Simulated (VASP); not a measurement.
# Re (Ia-3) in VASP: notebook

Re is run at these levels: PBE; tasks: relaxation of cell and atoms, single point.

All numbers are computed with VASP 6.6.1; they aren't measurements. Logs are shortened: lines on timing, memory, paths and dates and some standing lists are left out, and cuts for length are marked.

**1. The cell of the first run**

It takes space group Ia-3 (No. 206, cubic). The conventional cell has a = 6.398 Å, b = 6.398 Å, c = 6.398 Å, α = 90.00°, β = 90.00°, γ = 90.00°. Re (site symmetry 3) has 4 Re at 2.28 to 2.30 Å within 3.0 Å.

**2. Relaxation of cell and atoms, PBE**

File INCAR:

```
ALGO     = Fast           # electronic algorithm
EDIFF    = 1E-6           # SCF threshold, eV
EDIFFG   = -0.04          # ionic threshold
ENCUT    = 600            # plane-wave cutoff, eV
GGA      = PE             # functional
IBRION   = 2              # ionic algorithm
ISIF     = 3              # what is computed and relaxed
ISMEAR   = 0              # smearing method
LASPH    = True           # aspherical terms in the spheres
LCHARG   = False          # write CHGCAR
LREAL    = False          # projectors in reciprocal space
LWAVE    = False          # write WAVECAR
NELM     = 60             # most SCF steps
NSW      = 90             # ionic steps
PREC     = Accurate       # precision mode
SIGMA    = 0.1            # smearing width, eV
```

File KPOINTS:

```
k-points
0
Gamma
  4 4 4
```

File POSCAR:

```
Re
1.0
   -3.1988913854      3.1988913854      3.1988913854
    3.1988913854     -3.1988913854      3.1988913854
    3.1988913854      3.1988913854     -3.1988913854
Re
8
Direct
    0.2060000000      0.2060000000      0.2060000000
    0.5000000000      0.0000000000      0.2940000000
    0.2940000000      0.5000000000      0.0000000000
    0.0000000000      0.2940000000      0.5000000000
    0.7940000000      0.7940000000      0.7940000000
    0.5000000000      0.0000000000      0.7060000000
    0.7060000000      0.5000000000      0.0000000000
    0.0000000000      0.7060000000      0.5000000000
```

Potentials or basis: VASP PAW PBE potentials, release 64 (Re).

Started as:

```sh
$ cat potpaw_PBE.64/Re/POTCAR > POTCAR
$ mpirun -np 1 vasp_std > vasp.out
```

OUTCAR:

```text
EDIFF = 1E-6
   EDIFFG = -0.04
   ENCUT = 600
   GGA = PE
   IBRION = 2
   ISIF = 3
   ISMEAR = 0
   LASPH = True
   LREAL = False
   NELM = 60
   NSW = 90
   PREC = Accurate

 ion  position               nearest neighbor table
   1  0.206  0.206  0.206-   5 2.28   3 2.30   4 2.30   2 2.30   5 3.26
   2  0.500  0.000  0.294-   6 2.28   4 2.30   1 2.30   3 2.30   6 3.26
   3  0.294  0.500  0.000-   7 2.28   2 2.30   1 2.30   4 2.30   7 3.26
   4  0.000  0.294  0.500-   8 2.28   3 2.30   1 2.30   2 2.30   8 3.26
   5  0.794  0.794  0.794-   1 2.28   6 2.30   7 2.30   8 2.30   1 3.26
   6  0.500  0.000  0.706-   2 2.28   5 2.30   7 2.30   8 2.30   2 3.26
   7  0.706  0.500  0.000-   3 2.28   5 2.30   8 2.30   6 2.30   3 3.26
   8  0.000  0.706  0.500-   4 2.28   5 2.30   6 2.30   7 2.30   4 3.26

  LATTYP: Found a body centered cubic cell.
 ALAT       =     6.3977827708

  Lattice vectors:

 A1 = (  -3.1988913854,   3.1988913854,   3.1988913854)
 A2 = (   3.1988913854,  -3.1988913854,   3.1988913854)
 A3 = (   3.1988913854,   3.1988913854,  -3.1988913854)

Analysis of symmetry for initial positions (statically):
=====================================================================
 Subroutine PRICEL returns:
 Original cell was already a primitive cell.

 Routine SETGRP: Setting up the symmetry group for a
 body centered cubic supercell.

 Subroutine GETGRP returns: Found 24 space group operations
 (whereof  6 operations were pure point group operations)
 out of a pool of 48 trial point group operations.

The static configuration has the point symmetry S_6 .
 The point group associated with its full space group is T_h .

Analysis of symmetry for dynamics (positions and initial velocities):
=====================================================================
 Subroutine PRICEL returns:
 Original cell was already a primitive cell.

 Routine SETGRP: Setting up the symmetry group for a
 body centered cubic supercell.

 Subroutine GETGRP returns: Found 24 space group operations
 (whereof  6 operations were pure point group operations)
 out of a pool of 48 trial point group operations.

The dynamic configuration has the point symmetry S_6 .
 The point group associated with its full space group is T_h .

 Subroutine INISYM returns: Found 24 space group operations
 (whereof  6 operations are pure point group operations),
 and found     1 'primitive' translations

----------------------------------------------------------------------------------------

                                     Primitive cell

  volume of cell :     130.9358

  direct lattice vectors                    reciprocal lattice vectors
    -3.198891385  3.198891385  3.198891385     0.000000000  0.156304150  0.156304150
     3.198891385 -3.198891385  3.198891385     0.156304150  0.000000000  0.156304150
     3.198891385  3.198891385 -3.198891385     0.156304150  0.156304150  0.000000000

  length of vectors
     5.540642407  5.540642407  5.540642407     0.221047449  0.221047449  0.221047449

  position of ions in fractional coordinates (direct lattice)
     0.206000000  0.206000000  0.206000000
     0.500000000  0.000000000  0.294000000
     0.294000000  0.500000000  0.000000000
     0.000000000  0.294000000  0.500000000
     0.794000000  0.794000000  0.794000000
     0.500000000  0.000000000  0.706000000
     0.706000000  0.500000000  0.000000000
     0.000000000  0.706000000  0.500000000

  ion indices of the primitive-cell ions
   primitive index   ion index
                 1           1
                 2           2
                 3           3
                 4           4
                 5           5
                 6           6
                 7           7
                 8           8

----------------------------------------------------------------------------------------

 KPOINTS: k-points

Automatic generation of k-mesh.
 Grid dimensions read from file:
 generate k-points for:    4    4    4

 Generating k-lattice:

  Cartesian coordinates                     Fractional coordinates (reciprocal lattice)
     0.000000000  0.039076038  0.039076038     0.250000000  0.000000000  0.000000000
     0.039076038  0.000000000  0.039076038     0.000000000  0.250000000  0.000000000
     0.039076038  0.039076038  0.000000000     0.000000000  0.000000000  0.250000000

  Length of vectors
     0.055261862  0.055261862  0.055261862

  Shift w.r.t. Gamma in fractional coordinates (k-lattice)
     0.000000000  0.000000000  0.000000000

 Subroutine IBZKPT returns following result:
 ===========================================

 Found      8 irreducible k-points:

 Following reciprocal coordinates:
            Coordinates               Weight
  0.000000  0.000000  0.000000      1.000000
  0.250000  0.000000  0.000000     12.000000
  0.500000  0.000000  0.000000      6.000000
  0.250000  0.250000  0.000000     24.000000
  0.250000  0.250000  0.250000      2.000000
 -0.250000  0.250000  0.250000      6.000000
  0.500000  0.500000  0.250000     12.000000
  0.500000  0.500000  0.500000      1.000000
   k-points           NKPTS =      8   k-points in BZ     NKDIM =      8   number of bands    NBANDS=     33
   number of dos      NEDOS =    301   number of ions     NIONS =      8
   total plane-waves  NPLWV = 110592
   dimension x,y,z NGX =    48 NGY =   48 NGZ =   48
   dimension x,y,z NGXF=    96 NGYF=   96 NGZF=   96
   ions per type =               8
   NGX,Y,Z   is equivalent  to a cutoff of  14.40, 14.40, 14.40 a.u.
   NGXF,Y,Z  is equivalent  to a cutoff of  28.80, 28.80, 28.80 a.u.
 SYSTEM =  unknown system
   PREC   = accura    normal or accurate (medium, high low for compatibility)
   ISTART =      0    job   : 0-new  1-cont  2-samecut
   ICHARG =      2    charge: 1-file 2-atom 10-const
   ISPIN  =      1    spin polarized calculation?
   LNONCOLLINEAR =      F non collinear calculations
   LSORBIT =      F    spin-orbit coupling
   LASPH  =      T    aspherical Exc in radial PAW
   ENCUT  =  600.0 eV  44.10 Ry    6.64 a.u.  11.07 11.07 11.07*2*pi/ulx,y,z
   NELM   =     60;   NELMIN=  2; NELMDL= -5     # of ELM steps
   EDIFF  = 0.1E-05   stopping-criterion for ELM
   LREAL  =      F    real-space projection
   EDIFFG = -.4E-01   stopping-criterion for IOM
   NSW    =     90    number of steps for IOM
   IBRION =      2    ionic relax: 0-MD 1-quasi-New 2-CG
   NFREE  =      1    steps in history (QN), initial steepest desc. (CG)
   ISIF   =      3    stress and relaxation
   ISYM   =      2    0-nonsym 1-usesym 2-fastsym
   POTIM  = 0.5000    time-step for ionic-motion
   TEBEG  =    0.0;   TEEND  =   0.0 temperature during run
   PSTRESS=    0.0 pullay stress
   NELECT =      56.0000    total number of electrons
   NUPDOWN=      -1.0000    fix difference up-down
   EMIN   =  10.00;   EMAX   =-10.00  energy-range for DOS
   EFERMI =   0.00;   METHOD = LEGACY
   ISMEAR =     0;   SIGMA  =   0.10  broadening in eV -4-tet -1-fermi 0-gaus
   EFERMI_NEDOS =   21; number of points for ismear=-14 and -15
   IALGO  =     68    algorithm
   IMIX   =      4    mixing-type and parameters
     AMIX     =   0.40;   BMIX     =  1.00
     AMIX_MAG =   1.60;   BMIX_MAG =  1.00
  volume/ion in A,a.u.               =      16.37       110.45
  Fermi-wavevector in a.u.,A,eV,Ry     =   1.233440  2.330864 20.699552  1.521374
  Thomas-Fermi vector in A             =   2.368170
   LORBIT       =      0    0 simple, 1 ext, 2 COOP (PROOUT), +10 PAW based schemes
   GGA     = PE    functional components
   LHFCALC =     F    Hartree Fock is set to
   AEXX    =    0.0000 exact exchange contribution
   IVDW    =     0    specifies the selected vdW correction
   LEPSILON=     F    determine dielectric tensor
   LRPA    =     F    only Hartree local field effects (RPA)
 conjugate gradient relaxation of ions
 non-spin polarized calculation
 RMM-DIIS sequential band-by-band and
 Gauss-broadening in eV      SIGMA  =   0.10
  energy-cutoff  :      600.00
  volume of cell :      130.94
 maximum number of plane-waves:      4412
 NGX is ok and might be reduce to    48
   NGX = 23   NGY = 23   NGZ = 23

--------------------------------------- Ionic step        1  -------------------------------------------

 number of electron      56.0000003 magnetization

 Free energy of the ion-electron system (eV)
  ---------------------------------------------------
  ext. energy  EPLUGINS =         0.00000000
  ---------------------------------------------------
  free energy    TOTEN  =       -84.38437814 eV

  energy without entropy =      -84.36289735  energy(sigma->0) =      -84.37363775

------------------------ aborting loop EDIFF was not reached (unconverged)  ----------------------------

  FORCE on cell =-STRESS in cart. coord.  units (eV):
  Direction    XX          YY          ZZ          XY          YZ          ZX
  --------------------------------------------------------------------------------------
  -------------------------------------------------------------------------------------
  Total       48.9785854     48.9785854     48.9785854      0.0000000      0.0000000      0.0000000
  in kB      599.3194131    599.3194131    599.3194131      0.0000000      0.0000000      0.0000000
  external PRESSURE =     599.3194131 kB  Pullay stress =       0.0000000 kB
[... 29 lines left out ...]
--------------------------------------- Ionic step        2  -------------------------------------------

 number of electron      56.0000004 magnetization

 E-fermi :   0.5205     XC(G=0):  -9.0545

 val. band max:        0.4942961268   @ k =   0.2500   0.2500   0.0000
 cond. band min:       0.5476551226   @ k =   0.2500   0.2500   0.0000
 fundamental gap:      0.0533589958
 Fermi energy:         0.5204819457

 k-point     1 :       0.0000    0.0000    0.0000
  band No.  band energies     occupation
      1      -4.4416      2.00000
      2      -2.0400      2.00000
      3      -1.5191      2.00000
      4      -1.5191      2.00000
      5      -1.5191      2.00000
      6      -1.3507      2.00000
[... 277 lines left out ...]
     32       0.8239      0.00002
     33       0.9049      0.00000

------------------------ aborting loop EDIFF was not reached (unconverged)  ----------------------------

  FORCE on cell =-STRESS in cart. coord.  units (eV):
  Direction    XX          YY          ZZ          XY          YZ          ZX
  --------------------------------------------------------------------------------------
  -------------------------------------------------------------------------------------
  Total      -57.8773873    -57.8773873    -57.8773873      0.0000000      0.0000000      0.0000000
  in kB     -325.8310569   -325.8310569   -325.8310569      0.0000000      0.0000000      0.0000000
  external PRESSURE =    -325.8310569 kB  Pullay stress =       0.0000000 kB
[... 197 lines left out ...]
--------------------------------------- Ionic step        7  -------------------------------------------

 number of electron      55.9999999 magnetization

 Free energy of the ion-electron system (eV)
  ---------------------------------------------------
  ext. energy  EPLUGINS =         0.00000000
  ---------------------------------------------------
  free energy    TOTEN  =       -88.86130793 eV

  energy without entropy =      -88.83159688  energy(sigma->0) =      -88.84645241

 E-fermi :   4.7896     XC(G=0): -11.7176

 val. band max:        4.7298597939   @ k =   0.5000   0.5000   0.2500
 cond. band min:       4.8374956365   @ k =   0.2500   0.2500   0.0000
 fundamental gap:      0.1076358426
 Fermi energy:         4.7896269610

 k-point     1 :       0.0000    0.0000    0.0000
  band No.  band energies     occupation
      1      -2.9932      2.00000
      2       0.4665      2.00000
      3       0.4665      2.00000
      4       0.5219      2.00000
      5       0.5219      2.00000
      6       0.5219      2.00000
[... 312 lines left out ...]
  FREE ENERGIE OF THE ION-ELECTRON SYSTEM (eV)
  ---------------------------------------------------
  free  energy   TOTEN  =       -88.8613079345 eV

  energy  without entropy=      -88.8315968793  energy(sigma->0) =      -88.84645241

 reached required accuracy - stopping structural energy minimisation
```

Wall time 16 min (1 thread of Intel Xeon Platinum 8375C at 2.90GHz (Ice Lake), shared host); peak memory 0.36 GiB.

What came out:

```yaml
Free_energy: -88.8613 eV
Relaxed_volume: 20.08 Å³/atom
Relaxed_cell: a = 5.931 Å, b = 5.931 Å, c = 5.931 Å, α = 109.47°, β = 109.47°, γ = 109.47°
Space_group_after_relaxing_to_0.05_Å: Ia-3 (No. 206)
Energy_gained_by_relaxing: 559.6 meV/atom
Ionic_steps: 7
Pressure_after_relaxing: -0.2 GPa
Largest_force_after_relaxing: 0.021 eV/Å
Band_gap_on_the_k_mesh: zero (band 28 reaches 5.43 eV, above the bottom of band 29 at 4.14 eV)
```

Forces on the atoms (eV/Å):
```
Re  -0.012 -0.012 -0.012
Re   0.012  0.012 -0.012
Re  -0.012  0.012  0.012
Re   0.012 -0.012  0.012
Re   0.012  0.012  0.012
Re  -0.012 -0.012  0.012
Re   0.012 -0.012 -0.012
Re  -0.012  0.012 -0.012
```

The path:
| step | energy change (eV) | largest force (eV/Å) | pressure (GPa) | volume (Å³) |
| --- | --- | --- | --- | --- |
| 1 | 0.0000 | 1.2787 | 59.93 | 130.94 |
| 2 | 19.7609 | 2.2452 | -32.58 | 284.59 |
| 3 | -3.8797 | 1.6440 | -8.98 | 164.41 |
| 4 | -4.1193 | 1.3717 | -1.70 | 158.38 |
| 5 | -4.1337 | 1.2780 | 0.77 | 156.58 |
| 6 | -4.4672 | 0.2500 | -0.16 | 160.00 |
| 7 | -4.4769 | 0.0208 | -0.18 | 160.64 |

Final structure:
```cif
data_structure
_symmetry_space_group_name_H-M 'P 1'
_symmetry_Int_Tables_number 1
_cell_length_a 5.9314
_cell_length_b 5.9314
_cell_length_c 5.9314
_cell_angle_alpha 109.471
_cell_angle_beta 109.471
_cell_angle_gamma 109.471
_cell_volume 160.64
loop_
_atom_site_label
_atom_site_type_symbol
_atom_site_fract_x
_atom_site_fract_y
_atom_site_fract_z
_atom_site_occupancy
Re1 Re 0.19994 0.19994 0.19994 1
Re2 Re 0.50000 0.00000 0.30006 1
Re3 Re 0.30006 0.50000 0.00000 1
Re4 Re 0.00000 0.30006 0.50000 1
Re5 Re 0.80006 0.80006 0.80006 1
Re6 Re 0.50000 0.00000 0.69994 1
Re7 Re 0.69994 0.50000 0.00000 1
Re8 Re 0.00000 0.69994 0.50000 1
```

Levels at points of the mesh, in eV from the Fermi level:
```csv
k point,band 26,band 27,band 28,band 29,band 30,band 31
"(0.00, 0.00, 0.00)",-0.87,-0.87,0.64,0.64,0.64,1.39
"(0.50, 0.00, 0.00)",-0.92,-0.26,-0.26,0.13,0.13,0.92
"(0.50, 0.50, 0.50)",-1.23,-1.23,-0.65,-0.65,-0.47,0.50
```

Caveat: the volume moved by over 15 % at a fixed basis, so the end points are rough; spin-orbit coupling is left out, which moves the levels of the heavy elements.

(Part 1 of 2 ends here.)
